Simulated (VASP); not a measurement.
Set up this calculation in VASP 6.6.1, as the native input.

| Item | Value |
| --- | --- |
| Task | relaxation of cell and atoms |
| Functional | PBE |
| Potentials or basis | VASP PAW PBE potentials, release 64 (Cu, Al) |
| Cutoff | 600 eV |
| k mesh | 7 × 7 × 9 |
| Occupations | fermi-dirac, width 0.05 eV |
| Spin | no spin polarisation |
| Dipole correction | no |
| Further INCAR settings | ALGO = Normal; EDIFF = 1e-06; IBRION = 2; EDIFFG = -0.01; NSW = 60; ISIF = 3 |

The structure of Al2Cu lies in POSCAR:

```
Al2Cu
1.0
    4.1051820000      0.0000000000      0.0000000000
    0.0000000000      4.1051820000      0.0000000000
    0.0000000000      0.0000000000      2.8913130000
Cu Al
1 2
Direct
    0.0000000000      0.0000000000      0.0000000000
    0.0000000000      0.5000000000      0.5000000000
    0.5000000000      0.0000000000      0.5000000000
```

One way to write it, as run:

INCAR

```
SYSTEM = Al2Cu
ALGO     = Normal         ! electronic algorithm
EDIFF    = 1E-6           ! SCF threshold, eV
EDIFFG   = -0.01          ! ionic threshold
ENCUT    = 600            ! plane-wave cutoff, eV
GGA      = PE             ! functional
IBRION   = 2              ! ionic algorithm
ISIF     = 3              ! what is computed and relaxed
ISMEAR   = -1             ! smearing method
LASPH    = .TRUE.         ! aspherical terms in the spheres
LCHARG   = .FALSE.        ! write CHGCAR
LREAL    = .FALSE.        ! projectors in reciprocal space
LWAVE    = .FALSE.        ! write WAVECAR
NELM     = 60             ! most SCF steps
NSW      = 60             ! ionic steps
PREC     = Accurate       ! precision mode
SIGMA    = 0.05           ! smearing width, eV
```

KPOINTS

```
k-points
0
G
  7 7 9
  0 0 0
```

Potentials or basis: VASP PAW PBE potentials, release 64 (Cu, Al).

Command:

```bash
$ cat potpaw_PBE.64/Cu/POTCAR potpaw_PBE.64/Al/POTCAR > POTCAR
$ mpirun -np 1 vasp_std > vasp.out
```

Results of the run:

The relaxed volume is 16.38 Å³/atom. The relaxed cell is a = 4.129 Å, b = 4.129 Å, c = 2.882 Å, α = 90.00°, β = 90.00°, γ = 90.00°, the space group after relaxing (to 0.05 Å) is P4/mmm (No. 123) and the energy gained by relaxing is 0.6 meV/atom. The ionic steps are 6. The pressure after relaxing is 0.1 GPa.

Wall time 90 s on 1 thread of Intel(R) Xeon(R) Platinum 8375C CPU @ 2.90GHz (Ice Lake), with other jobs on the host, peak memory 0.2 GiB.
